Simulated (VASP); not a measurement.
# Lu (Im-3m) in VASP: a series of runs

The runs below take Lu through single point, relaxation of cell and atoms, with PBEsol.

All numbers are computed with VASP 6.6.1; they aren't measurements. Logs are shortened: lines on timing, memory, paths and dates and some standing lists are left out, and cuts for length are marked.

**1. The cell of the first run**

The structure is cubic, space group Im-3m (No. 229). Conventional cell: a = 3.825 Å, b = 3.825 Å, c = 3.825 Å, α = 90.00°, β = 90.00°, γ = 90.00°. Lu (site symmetry m-3m) has 14 Lu at 3.31 to 3.82 Å within 4.4 Å.

**2. Single point, PBEsol**

INCAR

```
SYSTEM = Lu
PREC = Accurate
ENCUT = 520
EDIFF = 1E-7
ISMEAR = -1
SIGMA = 0.1
LREAL = .False.
LASPH = .True.
NELM = 80
ALGO = Normal
ISIF = 2
LWAVE = .False.
LCHARG = .True.
GGA = PS
LELF = .True.
LVHAR = .True.
NBANDS = 18
```

KPOINTS

```
Automatic mesh
0
Gamma
  9 9 9
  0 0 0
```

POSCAR

```
Lu
1.0
   -1.9122533816      1.9122533816      1.9122533816
    1.9122533816     -1.9122533816      1.9122533816
    1.9122533816      1.9122533816     -1.9122533816
Lu
1
Direct
    0.0000000000      0.0000000000      0.0000000000
```

Potentials or basis: VASP PAW PBE potentials, release 64 (Lu).

The run is started by

```console
> cat potpaw_PBE.64/Lu/POTCAR > POTCAR
> mpirun -np 1 vasp_std > vasp.out
```

OUTCAR:

```text
SYSTEM = Lu
   PREC = Accurate
   ENCUT = 520
   EDIFF = 1E-7
   ISMEAR = -1
   LREAL = .False.
   LASPH = .True.
   NELM = 80
   ISIF = 2
   GGA = PS

 ion  position               nearest neighbor table
   1  0.000  0.000  0.000-

  LATTYP: Found a body centered cubic cell.
 ALAT       =     3.8245067632

  Lattice vectors:

 A1 = (  -1.9122533816,   1.9122533816,   1.9122533816)
 A2 = (   1.9122533816,  -1.9122533816,   1.9122533816)
 A3 = (   1.9122533816,   1.9122533816,  -1.9122533816)

Analysis of symmetry for initial positions (statically):
=====================================================================
 Subroutine PRICEL returns:
 Original cell was already a primitive cell.

 Routine SETGRP: Setting up the symmetry group for a
 body centered cubic supercell.

 Subroutine GETGRP returns: Found 48 space group operations
 (whereof 48 operations were pure point group operations)
 out of a pool of 48 trial point group operations.

The static configuration has the point symmetry O_h .

Analysis of symmetry for dynamics (positions and initial velocities):
=====================================================================
 Subroutine PRICEL returns:
 Original cell was already a primitive cell.

 Routine SETGRP: Setting up the symmetry group for a
 body centered cubic supercell.

 Subroutine GETGRP returns: Found 48 space group operations
 (whereof 48 operations were pure point group operations)
 out of a pool of 48 trial point group operations.

The dynamic configuration has the point symmetry O_h .

 Subroutine INISYM returns: Found 48 space group operations
 (whereof 48 operations are pure point group operations),
 and found     1 'primitive' translations

----------------------------------------------------------------------------------------

                                     Primitive cell

  volume of cell :      27.9702

  direct lattice vectors                    reciprocal lattice vectors
    -1.912253382  1.912253382  1.912253382     0.000000000  0.261471625  0.261471625
     1.912253382 -1.912253382  1.912253382     0.261471625  0.000000000  0.261471625
     1.912253382  1.912253382 -1.912253382     0.261471625  0.261471625  0.000000000

  length of vectors
     3.312120014  3.312120014  3.312120014     0.369776719  0.369776719  0.369776719

  position of ions in fractional coordinates (direct lattice)
     0.000000000  0.000000000  0.000000000

  ion indices of the primitive-cell ions
   primitive index   ion index
                 1           1

----------------------------------------------------------------------------------------

 KPOINTS: Automatic mesh

Automatic generation of k-mesh.
 Grid dimensions read from file:
 generate k-points for:    9    9    9

 Generating k-lattice:

  Cartesian coordinates                     Fractional coordinates (reciprocal lattice)
     0.000000000  0.029052403  0.029052403     0.111111111  0.000000000  0.000000000
     0.029052403  0.000000000  0.029052403     0.000000000  0.111111111  0.000000000
     0.029052403  0.029052403  0.000000000     0.000000000  0.000000000  0.111111111

  Length of vectors
     0.041086302  0.041086302  0.041086302

  Shift w.r.t. Gamma in fractional coordinates (k-lattice)
     0.000000000  0.000000000  0.000000000

 Subroutine IBZKPT returns following result:
 ===========================================

 Found     35 irreducible k-points:

 Following reciprocal coordinates:
            Coordinates               Weight
  0.000000  0.000000  0.000000      1.000000
  0.111111  0.000000  0.000000     12.000000
  0.222222  0.000000  0.000000     12.000000
  0.333333  0.000000  0.000000     12.000000
  0.444444  0.000000  0.000000     12.000000
  0.111111  0.111111  0.000000     24.000000
[... 16 lines left out ...]
 -0.333333  0.444444  0.111111     48.000000
 -0.444444 -0.444444  0.111111     24.000000
 [... further k-points ...]
   k-points           NKPTS =     35   k-points in BZ     NKDIM =     35   number of bands    NBANDS=     18
   number of dos      NEDOS =    301   number of ions     NIONS =      1
   total plane-waves  NPLWV =  21952
   dimension x,y,z NGX =    28 NGY =   28 NGZ =   28
   dimension x,y,z NGXF=    56 NGYF=   56 NGZF=   56
   ions per type =               1
   NGX,Y,Z   is equivalent  to a cutoff of  14.05, 14.05, 14.05 a.u.
   NGXF,Y,Z  is equivalent  to a cutoff of  28.11, 28.11, 28.11 a.u.
 SYSTEM =  Lu
   PREC   = accura    normal or accurate (medium, high low for compatibility)
   ISTART =      0    job   : 0-new  1-cont  2-samecut
   ICHARG =      2    charge: 1-file 2-atom 10-const
   ISPIN  =      1    spin polarized calculation?
   LNONCOLLINEAR =      F non collinear calculations
   LSORBIT =      F    spin-orbit coupling
   LASPH  =      T    aspherical Exc in radial PAW
   ENCUT  =  520.0 eV  38.22 Ry    6.18 a.u.   6.16  6.16  6.16*2*pi/ulx,y,z
   NELM   =     80;   NELMIN=  2; NELMDL= -5     # of ELM steps
   EDIFF  = 0.1E-06   stopping-criterion for ELM
   LREAL  =      F    real-space projection
   EDIFFG = 0.1E-05   stopping-criterion for IOM
   NSW    =      0    number of steps for IOM
   IBRION =     -1    ionic relax: 0-MD 1-quasi-New 2-CG
   NFREE  =      0    steps in history (QN), initial steepest desc. (CG)
   ISIF   =      2    stress and relaxation
   ISYM   =      2    0-nonsym 1-usesym 2-fastsym
   POTIM  = 0.5000    time-step for ionic-motion
   TEBEG  =    0.0;   TEEND  =   0.0 temperature during run
   PSTRESS=    0.0 pullay stress
   NELECT =      25.0000    total number of electrons
   NUPDOWN=      -1.0000    fix difference up-down
   EMIN   =  10.00;   EMAX   =-10.00  energy-range for DOS
   EFERMI =   0.00;   METHOD = LEGACY
   ISMEAR =    -1;   SIGMA  =   0.10  broadening in eV -4-tet -1-fermi 0-gaus
   EFERMI_NEDOS =   21; number of points for ismear=-14 and -15
   IALGO  =     38    algorithm
   IMIX   =      4    mixing-type and parameters
     AMIX     =   0.40;   BMIX     =  1.00
     AMIX_MAG =   1.60;   BMIX_MAG =  1.00
  volume/ion in A,a.u.               =      27.97       188.75
  Fermi-wavevector in a.u.,A,eV,Ry     =   1.576967  2.980036 33.835327  2.486826
  Thomas-Fermi vector in A             =   2.677721
   LORBIT       =      0    0 simple, 1 ext, 2 COOP (PROOUT), +10 PAW based schemes
   GGA     = PS    functional components
   LHFCALC =     F    Hartree Fock is set to
   AEXX    =    0.0000 exact exchange contribution
   IVDW    =     0    specifies the selected vdW correction
   LEPSILON=     F    determine dielectric tensor
   LRPA    =     F    only Hartree local field effects (RPA)
 non-spin polarized calculation
  energy-cutoff  :      520.00
  volume of cell :       27.97
 maximum number of plane-waves:       767
 NGX is ok and might be reduce to    28
   NGX = 13   NGY = 13   NGZ = 13

 number of electron      25.0000004 magnetization

 Free energy of the ion-electron system (eV)
  ---------------------------------------------------
  ext. energy  EPLUGINS =         0.00000000
  ---------------------------------------------------
  free energy    TOTEN  =        -4.83402969 eV

  energy without entropy =       -4.76449532  energy(sigma->0) =       -4.79926251

 E-fermi :   2.3922     XC(G=0): -10.9772

 val. band max:        2.3639983961   @ k =   0.3333   0.2222   0.1111
 cond. band min:       2.4207767054   @ k =   0.2222   0.2222   0.1111
 fundamental gap:      0.0567783093
 Fermi energy:         2.3922159090

 k-point     1 :       0.0000    0.0000    0.0000
  band No.  band energies     occupation
      1     -53.8965      2.00000
      2     -24.2819      2.00000
      3     -24.2819      2.00000
      4     -24.2819      2.00000
      5      -3.8827      2.00000
      6      -2.6730      2.00000
[... 10 lines left out ...]
     17       6.8866      0.00000
     18      14.3005      0.00000

 k-point     2 :       0.1111    0.0000    0.0000
  band No.  band energies     occupation
      1     -53.8920      2.00000
      2     -24.3524      2.00000
      3     -24.3041      2.00000
      4     -24.2820      2.00000
      5      -3.5083      2.00000
      6      -2.6695      2.00000
[... 10 lines left out ...]
     17       6.8878      0.00000
     18      14.6427      0.00000

 k-point     3 :       0.2222    0.0000    0.0000
  band No.  band energies     occupation
      1     -53.8805      2.00000
      2     -24.5264      2.00000
      3     -24.3602      2.00000
      4     -24.2826      2.00000
      5      -2.6630      2.00000
      6      -2.6480      2.00000
[... 10 lines left out ...]
     17       6.9748      0.00000
     18      14.6003      0.00000

 k-point     4 :       0.3333    0.0000    0.0000
  band No.  band energies     occupation
      1     -53.8673      2.00000
      2     -24.7169      2.00000
      3     -24.4230      2.00000
      4     -24.2833      2.00000
      5      -2.6607      2.00000
      6      -2.6317      2.00000
[... 10 lines left out ...]
     17       7.6903      0.00000
     18      13.0760      0.00000

 k-point     5 :       0.4444    0.0000    0.0000
  band No.  band energies     occupation
      1     -53.8588      2.00000
      2     -24.8372      2.00000
      3     -24.4636      2.00000
      4     -24.2838      2.00000
      5      -2.6624      2.00000
      6      -2.6459      2.00000
[... 10 lines left out ...]
     17       9.4743      0.00000
     18      11.5074      0.00000

 k-point     6 :       0.1111    0.1111    0.0000
  band No.  band energies     occupation
      1     -53.8840      2.00000
      2     -24.4721      2.00000
      3     -24.3294      2.00000
      4     -24.2987      2.00000
      5      -2.8095      2.00000
      6      -2.6633      2.00000
[... 10 lines left out ...]
     17       7.1021      0.00000
     18      15.1958      0.00000

 k-point     7 :       0.2222    0.1111    0.0000
  band No.  band energies     occupation
      1     -53.8716      2.00000
      2     -24.6392      2.00000
      3     -24.3972      2.00000
      4     -24.3060      2.00000
      5      -2.6562      2.00000
      6      -2.6356      2.00000
[... 10 lines left out ...]
     17       7.3849      0.00000
     18      13.5376      0.00000

 k-point     8 :       0.3333    0.1111    0.0000
  band No.  band energies     occupation
      1     -53.8608      2.00000
      2     -24.7779      2.00000
      3     -24.4636      2.00000
      4     -24.3083      2.00000
      5      -2.6558      2.00000
      6      -2.6442      2.00000
[... 10 lines left out ...]
     17       8.8614      0.00000
     18      11.6720      0.00000
[... 229 lines left out ...]
     17       7.6106      0.00000
     18      14.1369      0.00000

 k-point    20 :      -0.3333    0.3333    0.1111
  band No.  band energies     occupation
      1     -53.8636      2.00000
      2     -24.7043      2.00000
      3     -24.4480      2.00000
      4     -24.3350      2.00000
      5      -2.6557      2.00000
      6      -2.6323      2.00000
[... 10 lines left out ...]
     17       7.5942      0.00000
     18      12.5036      0.00000

 k-point    21 :      -0.2222    0.3333    0.1111
  band No.  band energies     occupation
      1     -53.8647      2.00000
      2     -24.6421      2.00000
      3     -24.4522      2.00000
      4     -24.3696      2.00000
      5      -2.6508      2.00000
      6      -2.6321      2.00000
[... 10 lines left out ...]
     17       7.6433      0.00000
     18      12.8665      0.00000

 k-point    22 :      -0.4444    0.4444    0.1111
  band No.  band energies     occupation
      1     -53.8552      2.00000
      2     -24.8186      2.00000
      3     -24.4893      2.00000
      4     -24.3330      2.00000
      5      -2.6570      2.00000
      6      -2.6494      2.00000
[... 10 lines left out ...]
     17       9.3687      0.00000
     18      11.4464      0.00000

 k-point    23 :      -0.3333    0.4444    0.1111
  band No.  band energies     occupation
      1     -53.8544      2.00000
      2     -24.7523      2.00000
      3     -24.5253      2.00000
      4     -24.3736      2.00000
      5      -2.6504      2.00000
      6      -2.6458      2.00000
[... 10 lines left out ...]
     17       8.8829      0.00000
     18      11.7136      0.00000

 k-point    24 :      -0.4444   -0.4444    0.1111
  band No.  band energies     occupation
      1     -53.8504      2.00000
      2     -24.7956      2.00000
      3     -24.5552      2.00000
      4     -24.3732      2.00000
      5      -2.6579      2.00000
      6      -2.6473      2.00000
[... 10 lines left out ...]
     17      10.1533      0.00000
     18      10.4801      0.00000

 [... further k-points ...]
[... 5 lines left out ...]
  --------------------------------------------------------------------------------------
  -------------------------------------------------------------------------------------
  Total        0.0244058      0.0244058      0.0244058      0.0000000     -0.0000000     -0.0000000
  in kB        1.3980032      1.3980032      1.3980032      0.0000000     -0.0000000     -0.0000000
  external PRESSURE =       1.3980032 kB  Pullay stress =       0.0000000 kB

 VOLUME and BASIS-vectors are now :
 -----------------------------------------------------------------------------
  energy-cutoff  :      520.00
  volume of cell :       27.97
      direct lattice vectors                 reciprocal lattice vectors
    -1.912253382  1.912253382  1.912253382     0.000000000  0.261471625  0.261471625
     1.912253382 -1.912253382  1.912253382     0.261471625  0.000000000  0.261471625
     1.912253382  1.912253382 -1.912253382     0.261471625  0.261471625  0.000000000

 POSITION                                       TOTAL-FORCE (eV/Angst)
 -----------------------------------------------------------------------------------
      0.00000      0.00000      0.00000         0.000000      0.000000     -0.000000
 -----------------------------------------------------------------------------------
    total drift:                               -0.000000     -0.000000     -0.000000

  FREE ENERGIE OF THE ION-ELECTRON SYSTEM (eV)
  ---------------------------------------------------
  free  energy   TOTEN  =        -4.8340296859 eV

  energy  without entropy=       -4.7644953248  energy(sigma->0) =       -4.79926251
```

Run time: 20 s. Hardware: 1 thread of Intel Xeon Platinum 8488C (Sapphire Rapids), shared host; peak memory 0.17 GiB.

What came out:

- Free energy: -4.8340 eV
- Pressure: 0.1 GPa

Levels at points of the mesh, in eV from the Fermi level:
| k point | band 8 | band 9 | band 10 | band 11 | band 12 | band 13 | band 14 | band 15 | band 16 | band 17 |
| --- | --- | --- | --- | --- | --- | --- | --- | --- | --- | --- |
| (0.00, 0.00, 0.00) | -5.07 | -4.96 | -4.96 | -4.96 | -4.94 | 2.13 | 2.13 | 2.13 | 4.49 | 4.49 |

Caveat: the PAW data sets were made with another functional, which shifts forces and pressure a little; spin-orbit coupling is left out, which moves the levels of the heavy elements.

[end of part 1 of 2]
